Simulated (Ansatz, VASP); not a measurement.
**Two plane-wave programs on Nb**

Contents of POSCAR:

```
Nb
1.0
   -1.6511317439      1.6511317439      1.6511317439
    1.6511317439     -1.6511317439      1.6511317439
    1.6511317439      1.6511317439     -1.6511317439
Nb
1
Direct
    0.0000000000      0.0000000000      0.0000000000
```

INCAR.step1

```
SYSTEM = Nb
ALGO = Normal
EDIFF = 1E-4
ENCUT = 520
GGA = PE
ISMEAR = -1
LASPH = .TRUE.
LCHARG = .FALSE.
LREAL = .FALSE.
LWAVE = .TRUE.
NBANDS = 12
NELM = 80
PREC = Accurate
SIGMA = 0.1
```

File INCAR.step2:

```
SYSTEM = Nb
ALGO = Normal
EDIFF = 1E-6
ENCUT = 520
ISIF = 2
ISMEAR = -1
ISTART = 1
LASPH = .TRUE.
LCHARG = .FALSE.
LMIXTAU = .TRUE.
LREAL = .FALSE.
LWAVE = .FALSE.
METAGGA = R2SCAN
NBANDS = 12
NELM = 80
PREC = Accurate
SIGMA = 0.1
```

File KPOINTS:

```
k-points
0
G
  22 22 22
  0 0 0
```

Input for Ansatz:

```yaml
crystal:
  lattice:
    - [-1.6511317439, 1.6511317439, 1.6511317439]
    - [1.6511317439, -1.6511317439, 1.6511317439]
    - [1.6511317439, 1.6511317439, -1.6511317439]
  atoms:
    - { symbol: Nb, position: [0.0, 0.0, 0.0] }
hamiltonian:
  xc: r2scan
  pseudopotentials:
    kind: paw
    azcp:
      Nb: "pseudopotentials/Nb.paw.azcp"
basis:
  ecutwfc: 500
  fft_grid_basis: typed
kpoints:
  mp_grid: { grid: [22, 22, 22], shift: [0, 0, 0] }
magnetization:
  spin_polarized: false
scf:
  occupations: { method: fermi_dirac, width: 0.1 }
  lower_state_search: "off"
output:
  stress: true
```

Alike in both runs: task single point; functional r2SCAN; k mesh 22 × 22 × 22; occupations fermi-dirac, width 0.1 eV; no spin polarisation.

```csv
,VASP,Ansatz
version,VASP 6.6.1,Ansatz 0.2.0
potentials or method,"VASP PAW PBE potentials, release 64 (Nb_sv), cutoff 520 eV","plane waves (500 eV) with PAW, scalar-relativistic"
valence electrons in the cell,13,13
```

Ansatz gave:

| Item | Value |
| --- | --- |
| pressure (GPa) | 0.3 |

Question: Estimate VASP's values.

Answer: Pressure (GPa): 0.2.

VASP's potentials were made for PBE, not for r2SCAN.
